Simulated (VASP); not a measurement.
# CeO2 (Fm-3m) in VASP: a series of runs

Runs on CeO2. Level: PBE+U. Tasks: single point.

All numbers are computed with VASP 6.6.1; they aren't measurements. Logs are shortened: lines on timing, memory, paths and dates and some standing lists are left out, and cuts for length are marked.

### 1 The cell of the first run

The structure is cubic, space group Fm-3m (No. 225). The conventional cell has a = 5.472 Å, b = 5.472 Å, c = 5.472 Å, α = 90.00°, β = 90.00°, γ = 90.00°. Within 3.1 Å of Ce (site symmetry m-3m) lie 8 O at 2.37 Å. Within 3.1 Å of O (site symmetry -43m) lie 4 Ce at 2.37 Å and 6 O at 2.74 Å.

### 2 Single point, PBE+U

Contents of INCAR:

```
SYSTEM = CeO2
PREC = Accurate
ENCUT = 520
EDIFF = 1E-6
ISMEAR = 0
SIGMA = 0.05
LREAL = .False.
LASPH = .True.
NELM = 150
ALGO = Normal
ISIF = 2
LWAVE = .False.
LCHARG = .False.
LMAXMIX = 6
LDAU = .True.
LDAUTYPE = 2
LDAUL = 3 -1
LDAUU = 5 0
LDAUJ = 0 0
LDAUPRINT = 1
GGA = PE
NBANDS = 19
```

Contents of KPOINTS:

```
Automatic mesh
0
Gamma
  12 12 12
  0 0 0
```

Contents of POSCAR:

```
CeO2
1.0
    0.0000000000      2.7359129702      2.7359129702
    2.7359129702      0.0000000000      2.7359129702
    2.7359129702      2.7359129702      0.0000000000
Ce O
1 2
Direct
    0.0000000000      0.0000000000      0.0000000000
    0.2500000000      0.2500000000      0.2500000000
    0.7500000000      0.7500000000      0.7500000000
```

Potentials or basis: VASP PAW PBE potentials, release 64 (Ce, O).

Command:

```sh
$ cat potpaw_PBE.64/Ce/POTCAR potpaw_PBE.64/O/POTCAR > POTCAR
$ mpirun -np 1 vasp_std > vasp.out
```

OUTCAR:

```text
SYSTEM = CeO2
   PREC = Accurate
   ENCUT = 520
   EDIFF = 1E-6
   ISMEAR = 0
   LREAL = .False.
   LASPH = .True.
   NELM = 150
   ISIF = 2
   GGA = PE

 ion  position               nearest neighbor table
   1  0.000  0.000  0.000-   2 2.37   3 2.37   3 2.37   3 2.37   3 2.37   2 2.37   2 2.37   2 2.37

   2  0.250  0.250  0.250-   1 2.37   1 2.37   1 2.37   1 2.37
   3  0.750  0.750  0.750-   1 2.37   1 2.37   1 2.37   1 2.37

  LATTYP: Found a face centered cubic cell.
 ALAT       =     5.4718259404

  Lattice vectors:

 A1 = (   0.0000000000,   2.7359129702,   2.7359129702)
 A2 = (   2.7359129702,   0.0000000000,   2.7359129702)
 A3 = (   2.7359129702,   2.7359129702,   0.0000000000)

Analysis of symmetry for initial positions (statically):
=====================================================================
 Subroutine PRICEL returns:
 Original cell was already a primitive cell.

 Routine SETGRP: Setting up the symmetry group for a
 face centered cubic supercell.

 Subroutine GETGRP returns: Found 48 space group operations
 (whereof 48 operations were pure point group operations)
 out of a pool of 48 trial point group operations.

The static configuration has the point symmetry O_h .

Analysis of symmetry for dynamics (positions and initial velocities):
=====================================================================
 Subroutine PRICEL returns:
 Original cell was already a primitive cell.

 Routine SETGRP: Setting up the symmetry group for a
 face centered cubic supercell.

 Subroutine GETGRP returns: Found 48 space group operations
 (whereof 48 operations were pure point group operations)
 out of a pool of 48 trial point group operations.

The dynamic configuration has the point symmetry O_h .

 Subroutine INISYM returns: Found 48 space group operations
 (whereof 48 operations are pure point group operations),
 and found     1 'primitive' translations

----------------------------------------------------------------------------------------

                                     Primitive cell

  volume of cell :      40.9578

  direct lattice vectors                    reciprocal lattice vectors
     0.000000000  2.735912970  2.735912970    -0.182754351  0.182754351  0.182754351
     2.735912970  0.000000000  2.735912970     0.182754351 -0.182754351  0.182754351
     2.735912970  2.735912970  0.000000000     0.182754351  0.182754351 -0.182754351

  length of vectors
     3.869165228  3.869165228  3.869165228     0.316539822  0.316539822  0.316539822

  position of ions in fractional coordinates (direct lattice)
     0.000000000  0.000000000  0.000000000
     0.250000000  0.250000000  0.250000000
     0.750000000  0.750000000  0.750000000

  ion indices of the primitive-cell ions
   primitive index   ion index
                 1           1
                 2           2
                 3           3

----------------------------------------------------------------------------------------

 KPOINTS: Automatic mesh

[... 81 lines left out ...]
   EFERMI =   0.00;   METHOD = LEGACY
   ISMEAR =     0;   SIGMA  =   0.05  broadening in eV -4-tet -1-fermi 0-gaus
   EFERMI_NEDOS =   21; number of points for ismear=-14 and -15
   IALGO  =     38    algorithm
   IMIX   =      4    mixing-type and parameters
     AMIX     =   0.40;   BMIX     =  1.00
     AMIX_MAG =   1.60;   BMIX_MAG =  1.00
  volume/ion in A,a.u.               =      13.65        92.13
  Fermi-wavevector in a.u.,A,eV,Ry     =   1.369934  2.588800 25.534313  1.876719
  Thomas-Fermi vector in A             =   2.495765
   LORBIT       =      0    0 simple, 1 ext, 2 COOP (PROOUT), +10 PAW based schemes
 LDA+U is selected, type is set to LDAUTYPE =  2
   angular momentum for each species LDAUL =     3   -1
   U (eV)           for each species LDAUU =   5.0  0.0
   J (eV)           for each species LDAUJ =   0.0  0.0
   GGA     = PE    functional components
   LHFCALC =     F    Hartree Fock is set to
   AEXX    =    0.0000 exact exchange contribution
   IVDW    =     0    specifies the selected vdW correction
   LEPSILON=     F    determine dielectric tensor
   LRPA    =     F    only Hartree local field effects (RPA)
 non-spin polarized calculation
 Gauss-broadening in eV      SIGMA  =   0.05
  energy-cutoff  :      520.00
  volume of cell :       40.96
 maximum number of plane-waves:      1124
 NGX is ok and might be reduce to    30
   NGX = 15   NGY = 15   NGZ = 15

atom =   1  type =  1  l = 3

 onsite density matrix

spin component  1

  0.0391  0.0000  0.0103  0.0000  0.0000 -0.0000  0.0000
  0.0000  0.1389  0.0000 -0.0000 -0.0000  0.0000 -0.0000
  0.0103  0.0000  0.0338 -0.0000 -0.0000  0.0000  0.0000
  0.0000 -0.0000 -0.0000  0.0471  0.0000  0.0000  0.0000
  0.0000 -0.0000 -0.0000  0.0000  0.0338 -0.0000 -0.0103
 -0.0000  0.0000  0.0000  0.0000 -0.0000  0.0258  0.0000
  0.0000 -0.0000  0.0000  0.0000 -0.0103  0.0000  0.0391

spin component  2

  0.0391  0.0000  0.0103  0.0000  0.0000 -0.0000  0.0000
  0.0000  0.1389  0.0000 -0.0000 -0.0000  0.0000 -0.0000
  0.0103  0.0000  0.0338 -0.0000 -0.0000  0.0000  0.0000
  0.0000 -0.0000 -0.0000  0.0471  0.0000  0.0000  0.0000
  0.0000 -0.0000 -0.0000  0.0000  0.0338 -0.0000 -0.0103
 -0.0000  0.0000  0.0000  0.0000 -0.0000  0.0258  0.0000
  0.0000 -0.0000  0.0000  0.0000 -0.0103  0.0000  0.0391

 occupancies and eigenvectors

  o =  0.0258  v =  0.6111  0.0000 -0.7889 -0.0000 -0.0511  0.0040 -0.0396  0.0000  0.0000  0.0000  0.0000  0.0000  0.0000  0.0000      0.0000  0.0000  0.0000  0.0000  0.0000  0.0000  0.0000  0.0000  0.0000  0.0000  0.0000  0.0000  0.0000  0.0000
  o =  0.0258  v =  0.0000  0.0000  0.0000  0.0000  0.0000  0.0000  0.0000  0.6111  0.0000 -0.7889 -0.0000 -0.0511  0.0040 -0.0396      0.0000  0.0000  0.0000  0.0000  0.0000  0.0000  0.0000  0.0000  0.0000  0.0000  0.0000  0.0000  0.0000  0.0000
  o =  0.0258  v = -0.0396 -0.0000  0.0511  0.0000 -0.7889 -0.0032 -0.6111  0.0000  0.0000  0.0000  0.0000  0.0000  0.0000  0.0000      0.0000  0.0000  0.0000  0.0000  0.0000  0.0000  0.0000  0.0000  0.0000  0.0000  0.0000  0.0000  0.0000  0.0000
  o =  0.0258  v =  0.0000  0.0000  0.0000  0.0000  0.0000  0.0000  0.0000 -0.0396 -0.0000  0.0511  0.0000 -0.7889 -0.0032 -0.6111      0.0000  0.0000  0.0000  0.0000  0.0000  0.0000  0.0000  0.0000  0.0000  0.0000  0.0000  0.0000  0.0000  0.0000
  o =  0.0258  v =  0.0026  0.0000 -0.0033  0.0000  0.0023 -1.0000  0.0018  0.0000  0.0000  0.0000  0.0000  0.0000  0.0000  0.0000      0.0000  0.0000  0.0000  0.0000  0.0000  0.0000  0.0000  0.0000  0.0000  0.0000  0.0000  0.0000  0.0000  0.0000
  o =  0.0258  v =  0.0000  0.0000  0.0000  0.0000  0.0000  0.0000  0.0000  0.0026  0.0000 -0.0033  0.0000  0.0023 -1.0000  0.0018      0.0000  0.0000  0.0000  0.0000  0.0000  0.0000  0.0000  0.0000  0.0000  0.0000  0.0000  0.0000  0.0000  0.0000
  o =  0.0471  v = -0.0005 -0.0000 -0.0004 -1.0000  0.0003 -0.0000 -0.0004  0.0000  0.0000  0.0000  0.0000  0.0000  0.0000  0.0000      0.0000  0.0000  0.0000  0.0000  0.0000  0.0000  0.0000  0.0000  0.0000  0.0000  0.0000  0.0000  0.0000  0.0000
  o =  0.0471  v =  0.0000  0.0000  0.0000  0.0000  0.0000  0.0000  0.0000 -0.0005 -0.0000 -0.0004 -1.0000  0.0003 -0.0000 -0.0004      0.0000  0.0000  0.0000  0.0000  0.0000  0.0000  0.0000  0.0000  0.0000  0.0000  0.0000  0.0000  0.0000  0.0000
  o =  0.0471  v =  0.0000  0.0000  0.0000  0.0000  0.0000  0.0000  0.0000 -0.0656  0.0000 -0.0508 -0.0005 -0.6103  0.0000  0.7878      0.0000  0.0000  0.0000  0.0000  0.0000  0.0000  0.0000  0.0000  0.0000  0.0000  0.0000  0.0000  0.0000  0.0000
  o =  0.0471  v = -0.0656  0.0000 -0.0508 -0.0005 -0.6103  0.0000  0.7878  0.0000  0.0000  0.0000  0.0000  0.0000  0.0000  0.0000      0.0000  0.0000  0.0000  0.0000  0.0000  0.0000  0.0000  0.0000  0.0000  0.0000  0.0000  0.0000  0.0000  0.0000
  o =  0.0471  v =  0.0000  0.0000  0.0000  0.0000  0.0000  0.0000  0.0000  0.7878 -0.0000  0.6103 -0.0007 -0.0508  0.0000  0.0656      0.0000  0.0000  0.0000  0.0000  0.0000  0.0000  0.0000  0.0000  0.0000  0.0000  0.0000  0.0000  0.0000  0.0000
  o =  0.0471  v =  0.7878 -0.0000  0.6103 -0.0007 -0.0508  0.0000  0.0656  0.0000  0.0000  0.0000  0.0000  0.0000  0.0000  0.0000      0.0000  0.0000  0.0000  0.0000  0.0000  0.0000  0.0000  0.0000  0.0000  0.0000  0.0000  0.0000  0.0000  0.0000
  o =  0.1389  v =  0.0000  0.0000  0.0000  0.0000  0.0000  0.0000  0.0000  0.0000  1.0000  0.0000 -0.0000 -0.0000  0.0000 -0.0000      0.0000  0.0000  0.0000  0.0000  0.0000  0.0000  0.0000  0.0000  0.0000  0.0000  0.0000  0.0000  0.0000  0.0000
  o =  0.1389  v =  0.0000  1.0000  0.0000 -0.0000 -0.0000  0.0000 -0.0000  0.0000  0.0000  0.0000  0.0000  0.0000  0.0000  0.0000      0.0000  0.0000  0.0000  0.0000  0.0000  0.0000  0.0000  0.0000  0.0000  0.0000  0.0000  0.0000  0.0000  0.0000

 number of electron      23.9999992 magnetization

 Free energy of the ion-electron system (eV)
  ---------------------------------------------------
  ext. energy  EPLUGINS =         0.00000000
  ---------------------------------------------------
  free energy    TOTEN  =       -24.31782882 eV

  energy without entropy =      -24.31782882  energy(sigma->0) =      -24.31782882

 E-fermi :   5.6358     XC(G=0): -11.1727

 val. band max:        5.3189314519   @ k =  -0.2500   0.2500   0.0000
 cond. band min:       7.6231174194   @ k =   0.5000   0.0000   0.0000
 fundamental gap:      2.3041859675
 Fermi energy:         5.6357837212

 k-point     1 :       0.0000    0.0000    0.0000
  band No.  band energies     occupation
      1     -28.2413      2.00000
      2     -11.0421      2.00000
      3     -10.2778      2.00000
      4     -10.2778      2.00000
      5     -10.2778      2.00000
      6      -9.9742      2.00000
[... 505 lines left out ...]
      6      -7.7719      2.00000
[... 11 lines left out ...]
     18       8.2923      0.00000
     19       8.3249      0.00000

 [... further k-points ...]
[... 5 lines left out ...]
  --------------------------------------------------------------------------------------
  -------------------------------------------------------------------------------------
  Total        0.7793544      0.7793544      0.7793544      0.0000000      0.0000000      0.0000000
  in kB       30.4865839     30.4865839     30.4865839      0.0000000      0.0000000      0.0000000
  external PRESSURE =      30.4865839 kB  Pullay stress =       0.0000000 kB

 VOLUME and BASIS-vectors are now :
 -----------------------------------------------------------------------------
  energy-cutoff  :      520.00
  volume of cell :       40.96
      direct lattice vectors                 reciprocal lattice vectors
     0.000000000  2.735912970  2.735912970    -0.182754351  0.182754351  0.182754351
     2.735912970  0.000000000  2.735912970     0.182754351 -0.182754351  0.182754351
     2.735912970  2.735912970  0.000000000     0.182754351  0.182754351 -0.182754351

 POSITION                                       TOTAL-FORCE (eV/Angst)
 -----------------------------------------------------------------------------------
      0.00000      0.00000      0.00000         0.000000      0.000000      0.000000
      1.36796      1.36796      1.36796        -0.000000     -0.000000     -0.000000
      4.10387      4.10387      4.10387         0.000000      0.000000      0.000000
 -----------------------------------------------------------------------------------
    total drift:                                0.000000     -0.000000      0.000000

  FREE ENERGIE OF THE ION-ELECTRON SYSTEM (eV)
  ---------------------------------------------------
  free  energy   TOTEN  =       -24.3178288202 eV

  energy  without entropy=      -24.3178288202  energy(sigma->0) =      -24.31782882
```

Run time: 1.8 min. Hardware: 1 thread of Intel Xeon 6975P-C (Granite Rapids), shared host; peak memory 0.22 GiB.

Results:

```
Free energy            : -24.3178 eV
Pressure               : 3.0 GPa
Band gap on the k mesh : 2.30 eV, indirect (least direct gap 2.50 eV)
```

Eigenvalues of the final occupation matrices:
| site | spin | trace | eigenvalues |
| --- | --- | --- | --- |
| site 1 f | 1 | 0.36 | 0.03 0.03 0.03 0.05 0.05 0.05 0.14 |
| site 1 f | 2 | 0.36 | 0.03 0.03 0.03 0.05 0.05 0.05 0.14 |

Caveat: spin-orbit coupling is left out, which moves the levels of the heavy elements.

### 3 Single point, PBE+U (volume scaled by 1.020)

Contents of INCAR:

```
PREC = Accurate
ENCUT = 520
EDIFF = 1E-7
ISMEAR = 0
SIGMA = 0.05
LREAL = False
LASPH = True
NELM = 150
ALGO = Normal
ISIF = 2
LWAVE = False
LCHARG = False
LMAXMIX = 6
LDAU = True
LDAUTYPE = 2
LDAUL = 3 -1
LDAUU = 5 0
LDAUJ = 0 0
LDAUPRINT = 1
GGA = PE
NBANDS = 19
```

Contents of KPOINTS:

```
regular mesh
0
Gamma
  12 12 12
```

Contents of POSCAR:

```
CeO2
1.0
    0.0000000000      2.7540321272      2.7540321272
    2.7540321272      0.0000000000      2.7540321272
    2.7540321272      2.7540321272      0.0000000000
Ce O
1 2
Direct
    0.0000000000      0.0000000000      0.0000000000
    0.2500000000      0.2500000000      0.2500000000
    0.7500000000      0.7500000000      0.7500000000
```

Potentials or basis: VASP PAW PBE potentials, release 64 (Ce, O).

Command:

```sh
$ cat potpaw_PBE.64/Ce/POTCAR potpaw_PBE.64/O/POTCAR > POTCAR
$ mpirun -np 1 vasp_std > vasp.out
```

Wall time 96 s (1 thread of Intel Xeon 6975P-C (Granite Rapids), shared host); peak memory 0.22 GiB.

Results (log left out):

| Item | Value |
| --- | --- |
| Free energy | -24.3250 eV |
| Pressure | -0.7 GPa |
| Band gap on the k mesh | 2.24 eV, indirect (least direct gap 2.43 eV) |

Levels at points of the mesh, in eV from the valence-band top:
| k point | band 8 | band 9 | band 10 | band 11 | band 12 | band 13 | band 14 | band 15 | band 16 | band 17 |
| --- | --- | --- | --- | --- | --- | --- | --- | --- | --- | --- |
| (0.00, 0.00, 0.00) | -3.75 | -3.75 | -0.41 | -0.41 | -0.41 | 2.38 | 2.73 | 2.73 | 2.73 | 3.09 |
| (0.50, 0.00, 0.00) | -2.90 | -1.29 | -1.25 | -0.71 | -0.71 | 2.24 | 2.55 | 2.55 | 2.74 | 2.74 |
| (0.50, 0.50, 0.00) | -1.27 | -1.27 | -0.79 | -0.79 | -0.45 | 2.46 | 2.46 | 2.48 | 2.58 | 2.93 |

Eigenvalues of the final occupation matrices:
```
    site  spin  trace                         eigenvalues
site 1 f     1   0.35  0.03 0.03 0.03 0.05 0.05 0.05 0.14
site 1 f     2   0.35  0.03 0.03 0.03 0.05 0.05 0.05 0.14
```

Caveat: spin-orbit coupling is left out, which moves the levels of the heavy elements. A k mesh can miss the band edges.

(Part 1 of 2 ends here.)
